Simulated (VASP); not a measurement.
**NiO: single point with PBEsol+U**

NiO:

```
Ni O
1.0
     0.00000    2.10062   -2.10062
     0.00000    2.10062    2.10062
     4.20006    0.00000    0.00000
Ni O
2 2
Direct
  0.00000 0.00000 0.00000
  0.50000 0.50000 0.50000
  0.00000 0.00000 0.50000
  0.50000 0.50000 0.00000
```

- Program: VASP 6.6.1
- Task: single point
- Functional: PBEsol
- Potentials or basis: VASP PAW PBE potentials, release 64 (Ni, O)
- Cutoff: 600 eV
- k mesh: 10 × 10 × 8
- Occupations: gaussian, width 0.02 eV
- Spin: collinear spin, antiferromagnetic start
- Starting moments: [1.89, -1.89, 0.0, 0.0] μB
- Hubbard terms: Ni d U = 6.2 eV

```json
{"Pressure": "-10.5 GPa", "Band gap on the k mesh": "2.43 eV", "Net moment": "0.00 μB per cell", "Site moments": "Ni +1.83, -1.83; O -0.06, +0.06 μB", "Valence electrons inside the program's atomic spheres": "Ni 8.98; O 4.99"}
```

Levels at points of the mesh, in eV from the valence-band top:
Spin up:
| k point | band 12 | band 13 | band 14 | band 15 | band 16 | band 17 | band 18 | band 19 | band 20 | band 21 |
| --- | --- | --- | --- | --- | --- | --- | --- | --- | --- | --- |
| (0.00, 0.00, 0.00) | -2.71 | -2.71 | -1.32 | -1.31 | -1.31 | 2.44 | 2.60 | 2.67 | 7.04 | 11.34 |
| (0.50, 0.00, 0.00) | -2.78 | -2.55 | -2.08 | -1.70 | -0.22 | 2.88 | 4.52 | 8.01 | 8.22 | 11.54 |
| (0.50, 0.50, 0.00) | -3.09 | -2.75 | -2.69 | -2.69 | -2.64 | 2.78 | 2.98 | 6.77 | 7.30 | 11.35 |
| (0.00, 0.00, 0.50) | -2.60 | -1.55 | -1.55 | -1.55 | -1.55 | 2.43 | 2.92 | 6.25 | 7.04 | 12.72 |
| (0.50, 0.00, 0.50) | -2.51 | -2.36 | -2.12 | 0.00 | 0.00 | 4.53 | 4.54 | 6.49 | 6.56 | 10.86 |
| (0.50, 0.50, 0.50) | -3.07 | -3.07 | -2.61 | -2.61 | -2.01 | 2.99 | 3.51 | 9.16 | 9.83 | 11.27 |
Spin down:
| k point | band 12 | band 13 | band 14 | band 15 | band 16 | band 17 | band 18 | band 19 | band 20 | band 21 |
| --- | --- | --- | --- | --- | --- | --- | --- | --- | --- | --- |
| (0.00, 0.00, 0.00) | -2.71 | -2.71 | -1.32 | -1.31 | -1.31 | 2.44 | 2.60 | 2.67 | 7.04 | 11.34 |
| (0.50, 0.00, 0.00) | -2.78 | -2.55 | -2.08 | -1.70 | -0.22 | 2.88 | 4.52 | 8.01 | 8.22 | 11.54 |
| (0.50, 0.50, 0.00) | -3.09 | -2.75 | -2.69 | -2.69 | -2.64 | 2.78 | 2.98 | 6.77 | 7.30 | 11.35 |
| (0.00, 0.00, 0.50) | -2.60 | -1.55 | -1.55 | -1.55 | -1.55 | 2.43 | 2.92 | 6.25 | 7.04 | 12.72 |
| (0.50, 0.00, 0.50) | -2.51 | -2.36 | -2.12 | 0.00 | 0.00 | 4.53 | 4.54 | 6.49 | 6.56 | 10.86 |
| (0.50, 0.50, 0.50) | -3.07 | -3.07 | -2.61 | -2.61 | -2.01 | 2.99 | 3.51 | 9.16 | 9.83 | 11.27 |

Eigenvalues of the final occupation matrices:
```tsv
site	spin	trace	eigenvalues
site 1 d	1	5.02	0.98 0.98 0.98 1.04 1.04
site 1 d	2	3.22	0.14 0.14 0.98 0.98 0.98
site 2 d	1	3.22	0.14 0.14 0.98 0.98 0.98
site 2 d	2	5.02	0.98 0.98 0.98 1.04 1.04
```

It took 2.5 min on 1 thread of Oxide Virtual Turin-like Processor, with other jobs on the host, peak memory 0.27 GiB.

Caveat: the cell stands under tension; the PAW data sets were made with another functional, which shifts forces and pressure a little. A k mesh can miss the band edges.
